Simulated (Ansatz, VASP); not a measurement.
PbO2: VASP beside Ansatz

```
Pb O
1.0
     4.95780    0.00000    0.00000
     0.00000    4.95780    0.00000
     0.00000    0.00000    3.38780
Pb O
2 4
Cartesian
  0.0000 0.0000 0.0000
  2.4789 2.4789 1.6939
  1.5206 1.5206 0.0000
  0.9583 3.9995 1.6939
  3.4372 3.4372 0.0000
  3.9995 0.9583 1.6939
```

Alike in both runs: task electric field gradients; functional PBE; k mesh 5 × 5 × 7; occupations fermi-dirac, width 0.02 eV; no spin polarisation.

|  | VASP | Ansatz |
| --- | --- | --- |
| version | VASP 6.6.1 | Ansatz 0.2.0 |
| potentials or method | VASP PAW PBE potentials, release 64 (Pb_d, O) | plane-wave PAW, scalar-relativistic |
| plane-wave cutoff (eV) | 520 | 420 |
| valence electrons in the cell | 52 | 52 |

Ansatz gave:

- pressure (GPa): 8.9
- traceless stress, the component that is largest in VASP (GPa): 1.25
- rms of the force components (eV/Å): 0.001
- size of Vzz on the site where it differs most (V/Å²): 133.8

**Question.** Estimate VASP's values.

**Answer.** Pressure (GPa): 9.2; traceless stress, the component that is largest in VASP (GPa): 1.36; rms of the force components (eV/Å): 0.005; size of Vzz on the site where it differs most (V/Å²): 135.4.

Atom by atom the forces differ by 0.004 eV/Å (rms over components).

Spin-orbit coupling is off throughout.
